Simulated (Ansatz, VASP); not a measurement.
This is a calculation of Na for VASP 6.6.1.

The input INCAR:

```
PREC = Accurate ; ENCUT = 500
EDIFF = 1E-6 ; ISMEAR = -1
SIGMA = 0.05 ; LREAL = F
LASPH = T ; NELM = 200
ALGO = Normal ; ISIF = 2
LWAVE = F ; LCHARG = F
ISPIN = 2 ; MAGMOM = 0.5
LORBIT = 11 ; GGA = LIBXC
LIBXC1 = GGA_X_B88 ; LIBXC2 = GGA_C_PBE
NBANDS = 14 ; GGA_COMPAT = F
```

The input KPOINTS:

```
Automatic mesh
0
Gamma
  9 9 9
```

Contents of POSCAR:

```
Na
1.0
   -2.1410000000      2.1410000000      2.1410000000
    2.1410000000     -2.1410000000      2.1410000000
    2.1410000000      2.1410000000     -2.1410000000
Na
1
Direct
    0.0000000000      0.0000000000      0.0000000000
```

Potentials or basis: VASP PAW PBE potentials, release 64 (Na_pv).

Command:

```console
$ cat potpaw_PBE.64/Na_pv/POTCAR > POTCAR
$ mpirun -np 1 vasp_std > vasp.out
```

Problem. Translate it to Ansatz 0.2.0. Potentials there: all-electron LAPW, scalar-relativistic.

Solution. As run (the cutoff follows the program's own potentials):

input.yaml

```yaml
crystal:
  lattice:
    - [-2.141, 2.141, 2.141]
    - [2.141, -2.141, 2.141]
    - [2.141, 2.141, -2.141]
  atoms:
    - { symbol: Na, position: [0.0, 0.0, 0.0], spin: 0.5 }
kpoints:
  mp_grid: { grid: [9, 9, 9] }
scf:
  occupations: { method: fermi_dirac, width: 0.05 }
hamiltonian:
  xc: { exchange: b88, correlation: pbe }
  pseudopotentials: { kind: all_electron, lapw: { basis_error: 0.002 } }
magnetization:
  spin_polarized: true
output:
  forces: true
  stress: true
  eigenvalues: true
```

Potentials or basis: all-electron LAPW, scalar-relativistic.

Command:

```console
$ ansatz run input.yaml --threads 1 --pin off --max-ram 2560MiB --backend cpu --events-out ev --progress --plain --runs-dir out
```

Both were run:

|  | VASP | Ansatz | Ansatz less VASP |
| --- | --- | --- | --- |
| gap on the k mesh at the Fermi level (eV) | none | none | - |
| pressure (GPa) | -0.1 | -0.1 | +0.03 |
| net moment per atom (μB) | 0.00 | 0.00 | 0.000 |

VASP's potentials were made for PBE, not for b88 exchange, pbe correlation. A gap of «none» marks a metal or a gap that the smearing closes. Ansatz ran all-electron here, and VASP with PAW potentials.
